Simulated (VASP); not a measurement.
# Re (P6_3/mmc) in VASP: a series of runs

The runs below take Re through single point, with LDA.

All numbers are computed with VASP 6.6.1; they aren't measurements. Logs are shortened: lines on timing, memory, paths and dates and some standing lists are left out, and cuts for length are marked.

**1. The cell of the first run**

Symmetry: P6_3/mmc, No. 194, hexagonal system. Conventional cell: a = 2.738 Å, b = 2.738 Å, c = 4.415 Å, α = 90.00°, β = 90.00°, γ = 120.00°. Re (site symmetry -6m2) has 12 Re at 2.72 to 2.74 Å within 3.6 Å.

**2. Single point, LDA**

The input, INCAR:

```
SYSTEM = Re
PREC     = Accurate       ! precision mode
ENCUT    = 600            ! plane-wave cutoff, eV
EDIFF    = 1E-6           ! SCF threshold, eV
ISMEAR   = -1             ! smearing method
SIGMA    = 0.08           ! smearing width, eV
LREAL    = .FALSE.        ! projectors in reciprocal space
LASPH    = .TRUE.         ! aspherical terms in the spheres
NELM     = 120            ! most SCF steps
ALGO     = Normal         ! electronic algorithm
ISIF     = 2              ! what is computed and relaxed
LWAVE    = .FALSE.        ! write WAVECAR
LCHARG   = .FALSE.        ! write CHGCAR
GGA      = CA             ! functional
NBANDS   = 14             ! bands
GGA_COMPAT= .FALSE.
```

The input, KPOINTS:

```
regular mesh
0
G
  20 20 12
  0 0 0
```

The input, POSCAR:

```
Re
1.0
    2.7381920783      0.0000000000      0.0000000000
   -1.3690960392      2.3713439003      0.0000000000
    0.0000000000      0.0000000000      4.4148608035
Re
2
Direct
    0.3333333333      0.6666666667      0.2500000000
    0.6666666667      0.3333333333      0.7500000000
```

Potentials or basis: VASP PAW LDA potentials, release 64 (Re).

Started as:

```
$ cat potpaw_LDA.64/Re/POTCAR > POTCAR
$ mpirun -np 1 vasp_std > vasp.out
```

OUTCAR:

```text
SYSTEM = Re
   PREC = Accurate
   ENCUT = 600
   EDIFF = 1E-6
   ISMEAR = -1
   LREAL = .FALSE.
   LASPH = .TRUE.
   NELM = 120
   ISIF = 2
   GGA = CA

 ion  position               nearest neighbor table
   1  0.333  0.667  0.250-   2 2.72   2 2.72   2 2.72   2 2.72   2 2.72   2 2.72
   2  0.667  0.333  0.750-   1 2.72   1 2.72   1 2.72   1 2.72   1 2.72   1 2.72

  LATTYP: Found a hexagonal cell.
 ALAT       =     2.7381920783
 C/A-ratio  =     1.6123269213

  Lattice vectors:

 A1 = (   2.7381920783,   0.0000000000,   0.0000000000)
 A2 = (  -1.3690960392,   2.3713439003,   0.0000000000)
 A3 = (   0.0000000000,   0.0000000000,   4.4148608035)

Analysis of symmetry for initial positions (statically):
=====================================================================
 Subroutine PRICEL returns:
 Original cell was already a primitive cell.

 Routine SETGRP: Setting up the symmetry group for a
 hexagonal supercell.

 Subroutine GETGRP returns: Found 24 space group operations
 (whereof 12 operations were pure point group operations)
 out of a pool of 24 trial point group operations.

The static configuration has the point symmetry D_3d.
 The point group associated with its full space group is D_6h.

Analysis of symmetry for dynamics (positions and initial velocities):
=====================================================================
 Subroutine PRICEL returns:
 Original cell was already a primitive cell.

 Routine SETGRP: Setting up the symmetry group for a
 hexagonal supercell.

 Subroutine GETGRP returns: Found 24 space group operations
 (whereof 12 operations were pure point group operations)
 out of a pool of 24 trial point group operations.

The dynamic configuration has the point symmetry D_3d.
 The point group associated with its full space group is D_6h.

 Subroutine INISYM returns: Found 24 space group operations
 (whereof 12 operations are pure point group operations),
 and found     1 'primitive' translations

----------------------------------------------------------------------------------------

                                     Primitive cell

  volume of cell :      28.6666

  direct lattice vectors                    reciprocal lattice vectors
     2.738192078  0.000000000  0.000000000     0.365204475  0.210850902  0.000000000
    -1.369096039  2.371343900  0.000000000     0.000000000  0.421701804  0.000000000
     0.000000000  0.000000000  4.414860803     0.000000000  0.000000000  0.226507708

  length of vectors
     2.738192078  2.738192078  4.414860803     0.421701804  0.421701804  0.226507708

  position of ions in fractional coordinates (direct lattice)
     0.333333333  0.666666667  0.250000000
     0.666666667  0.333333333  0.750000000

  ion indices of the primitive-cell ions
   primitive index   ion index
                 1           1
                 2           2

----------------------------------------------------------------------------------------

 KPOINTS: regular mesh

Automatic generation of k-mesh.
 Grid dimensions read from file:
 generate k-points for:   20   20   12

 Generating k-lattice:

  Cartesian coordinates                     Fractional coordinates (reciprocal lattice)
     0.018260224  0.010542545  0.000000000     0.050000000  0.000000000  0.000000000
     0.000000000  0.021085090  0.000000000     0.000000000  0.050000000  0.000000000
     0.000000000  0.000000000  0.018875642     0.000000000  0.000000000  0.083333333

  Length of vectors
     0.021085090  0.021085090  0.018875642

  Shift w.r.t. Gamma in fractional coordinates (k-lattice)
     0.000000000  0.000000000  0.000000000

 Subroutine IBZKPT returns following result:
 ===========================================

 Found    308 irreducible k-points:

 Following reciprocal coordinates:
            Coordinates               Weight
  0.000000  0.000000  0.000000      1.000000
  0.050000 -0.000000  0.000000      6.000000
  0.100000 -0.000000  0.000000      6.000000
  0.150000 -0.000000  0.000000      6.000000
  0.200000 -0.000000  0.000000      6.000000
  0.250000  0.000000  0.000000      6.000000
[... 16 lines left out ...]
  0.200000  0.100000  0.000000     12.000000
  0.250000  0.100000  0.000000     12.000000
 [... further k-points ...]
   k-points           NKPTS =    308   k-points in BZ     NKDIM =    308   number of bands    NBANDS=     14
   number of dos      NEDOS =    301   number of ions     NIONS =      2
   total plane-waves  NPLWV =  20736
   dimension x,y,z NGX =    24 NGY =   24 NGZ =   36
   dimension x,y,z NGXF=    48 NGYF=   48 NGZF=   72
   ions per type =               2
   NGX,Y,Z   is equivalent  to a cutoff of  14.57, 14.57, 13.56 a.u.
   NGXF,Y,Z  is equivalent  to a cutoff of  29.14, 29.14, 27.11 a.u.
 SYSTEM =  Re
   PREC   = accura    normal or accurate (medium, high low for compatibility)
   ISTART =      0    job   : 0-new  1-cont  2-samecut
   ICHARG =      2    charge: 1-file 2-atom 10-const
   ISPIN  =      1    spin polarized calculation?
   LNONCOLLINEAR =      F non collinear calculations
   LSORBIT =      F    spin-orbit coupling
   LASPH  =      T    aspherical Exc in radial PAW
   ENCUT  =  600.0 eV  44.10 Ry    6.64 a.u.   5.47  5.47  8.82*2*pi/ulx,y,z
   NELM   =    120;   NELMIN=  2; NELMDL= -5     # of ELM steps
   EDIFF  = 0.1E-05   stopping-criterion for ELM
   LREAL  =      F    real-space projection
   EDIFFG = 0.1E-04   stopping-criterion for IOM
   NSW    =      0    number of steps for IOM
   IBRION =     -1    ionic relax: 0-MD 1-quasi-New 2-CG
   NFREE  =      0    steps in history (QN), initial steepest desc. (CG)
   ISIF   =      2    stress and relaxation
   ISYM   =      2    0-nonsym 1-usesym 2-fastsym
   POTIM  = 0.5000    time-step for ionic-motion
   TEBEG  =    0.0;   TEEND  =   0.0 temperature during run
   PSTRESS=    0.0 pullay stress
   NELECT =      14.0000    total number of electrons
   NUPDOWN=      -1.0000    fix difference up-down
   EMIN   =  10.00;   EMAX   =-10.00  energy-range for DOS
   EFERMI =   0.00;   METHOD = LEGACY
   ISMEAR =    -1;   SIGMA  =   0.08  broadening in eV -4-tet -1-fermi 0-gaus
   EFERMI_NEDOS =   21; number of points for ismear=-14 and -15
   IALGO  =     38    algorithm
   IMIX   =      4    mixing-type and parameters
     AMIX     =   0.40;   BMIX     =  1.00
     AMIX_MAG =   1.60;   BMIX_MAG =  1.00
  volume/ion in A,a.u.               =      14.33        96.73
  Fermi-wavevector in a.u.,A,eV,Ry     =   1.289216  2.436265 22.613943  1.662078
  Thomas-Fermi vector in A             =   2.421122
   LORBIT       =      0    0 simple, 1 ext, 2 COOP (PROOUT), +10 PAW based schemes
   GGA     = CA    functional components
   LHFCALC =     F    Hartree Fock is set to
   AEXX    =    0.0000 exact exchange contribution
   IVDW    =     0    specifies the selected vdW correction
   LEPSILON=     F    determine dielectric tensor
   LRPA    =     F    only Hartree local field effects (RPA)
 non-spin polarized calculation
  energy-cutoff  :      600.00
  volume of cell :       28.67
 maximum number of plane-waves:       982
 NGX is ok and might be reduce to    24
   NGX = 11   NGY = 11   NGZ = 17

 number of electron      14.0000000 magnetization

 Free energy of the ion-electron system (eV)
  ---------------------------------------------------
  ext. energy  EPLUGINS =         0.00000000
  ---------------------------------------------------
  free energy    TOTEN  =       -27.54723737 eV

  energy without entropy =      -27.51400809  energy(sigma->0) =      -27.53062273

 E-fermi :   8.1809     XC(G=0): -13.9832

 val. band max:        8.1800951357   @ k =   0.3500   0.1500   0.3333
 cond. band min:       8.1940464001   @ k =   0.1500  -0.0000   0.0000
 fundamental gap:      0.0139512644
 Fermi energy:         8.1808909875

 k-point     1 :       0.0000    0.0000    0.0000
  band No.  band energies     occupation
      1      -1.7915      2.00000
      2       1.3803      2.00000
      3       6.5050      2.00000
      4       6.5050      2.00000
      5       6.5308      2.00000
      6       7.3822      1.99991
      7       7.3822      1.99991
      8       8.3306      0.26672
      9       8.3306      0.26672
     10       9.0034      0.00007
     11      11.6519      0.00000
     12      11.6519      0.00000
     13      18.5838      0.00000
     14      22.4192      0.00000

 k-point     2 :       0.0500   -0.0000    0.0000
  band No.  band energies     occupation
      1      -1.6851      2.00000
      2       1.4807      2.00000
      3       6.1747      2.00000
      4       6.6025      2.00000
      5       6.8256      2.00000
      6       7.3046      1.99997
      7       7.4745      1.99971
      8       8.1561      1.15349
      9       8.2460      0.61423
     10       8.6511      0.00559
     11      11.7111      0.00000
     12      12.1833      0.00000
     13      18.5840      0.00000
     14      22.6597      0.00000

 k-point     3 :       0.1000   -0.0000    0.0000
  band No.  band energies     occupation
      1      -1.3737      2.00000
      2       1.7664      2.00000
      3       5.7804      2.00000
      4       6.8925      2.00000
      5       7.0238      2.00000
      6       7.2194      1.99999
      7       7.4151      1.99986
      8       7.7485      1.99105
      9       8.0188      1.76692
     10       8.3196      0.30012
     11      11.8635      0.00000
     12      13.2780      0.00000
     13      18.5601      0.00000
     14      23.3388      0.00000
[... 324 lines left out ...]
 k-point    23 :       0.2000    0.1000    0.0000
  band No.  band energies     occupation
      1       0.7242      2.00000
      2       3.1249      2.00000
      3       4.6164      2.00000
      4       4.6566      2.00000
      5       6.3530      2.00000
      6       6.5168      2.00000
      7       7.8080      1.98127
      8       8.4806      0.04609
      9       9.2435      0.00000
     10      10.1379      0.00000
     11      12.2784      0.00000
     12      17.6394      0.00000
     13      18.0062      0.00000
     14      23.6180      0.00000

 k-point    24 :       0.2500    0.1000    0.0000
  band No.  band energies     occupation
      1       1.4078      2.00000
      2       3.0387      2.00000
      3       3.9776      2.00000
      4       4.8598      2.00000
      5       6.2878      2.00000
      6       6.4870      2.00000
      7       7.5092      1.99955
      8       9.1315      0.00001
      9      10.1395      0.00000
     10      11.0866      0.00000
     11      12.3637      0.00000
     12      17.8468      0.00000
     13      18.8476      0.00000
     14      21.8612      0.00000

 [... further k-points ...]
[... 5 lines left out ...]
  --------------------------------------------------------------------------------------
  -------------------------------------------------------------------------------------
  Total        0.3131070      0.3131070      0.2791647     -0.0000000     -0.0000000     -0.0000000
  in kB       17.4995898     17.4995898     15.6025522     -0.0000000     -0.0000000     -0.0000000
  external PRESSURE =      16.8672439 kB  Pullay stress =       0.0000000 kB

 VOLUME and BASIS-vectors are now :
 -----------------------------------------------------------------------------
  energy-cutoff  :      600.00
  volume of cell :       28.67
      direct lattice vectors                 reciprocal lattice vectors
     2.738192078  0.000000000  0.000000000     0.365204475  0.210850902  0.000000000
    -1.369096039  2.371343900  0.000000000     0.000000000  0.421701804  0.000000000
     0.000000000  0.000000000  4.414860803     0.000000000  0.000000000  0.226507708

 POSITION                                       TOTAL-FORCE (eV/Angst)
 -----------------------------------------------------------------------------------
     -0.00000      1.58090      1.10372         0.000000      0.000000      0.000000
      1.36910      0.79045      3.31115        -0.000000      0.000000      0.000000
 -----------------------------------------------------------------------------------
    total drift:                               -0.000000      0.000000     -0.000000

  FREE ENERGIE OF THE ION-ELECTRON SYSTEM (eV)
  ---------------------------------------------------
  free  energy   TOTEN  =       -27.5472373686 eV

  energy  without entropy=      -27.5140080914  energy(sigma->0) =      -27.53062273
```

Run time: 45 s. Hardware: 1 thread of Intel Xeon 6975P-C (Granite Rapids), shared host; peak memory 0.25 GiB.

What came out:

* Free energy: -27.5472 eV
* Pressure: 1.7 GPa
* Band gap on the k mesh: zero (band 7 reaches 10.00 eV, above the bottom of band 8 at 6.37 eV)

Levels at points of the mesh, in eV from the Fermi level:
```
           k point  band 3  band 4  band 5  band 6  band 7  band 8  band 9  band 10  band 11  band 12
(0.00, 0.00, 0.00)   -1.68   -1.68   -1.65   -0.80   -0.80    0.15    0.15     0.82     3.47     3.47
(0.50, 0.00, 0.00)   -5.43   -2.06   -1.67   -1.39   -0.60    4.10    4.55     4.67     6.32     7.36
(0.00, 0.00, 0.50)   -2.43   -2.43   -1.81   -1.81   -1.81   -1.81    2.63     2.63     2.63     2.63
(0.50, 0.00, 0.50)   -4.25   -4.25    0.38    0.38    1.07    1.07    4.43     4.43     4.98     4.98
```

Caveat: spin-orbit coupling is left out, which moves the levels of the heavy elements.

(Part 1 of 2 ends here.)
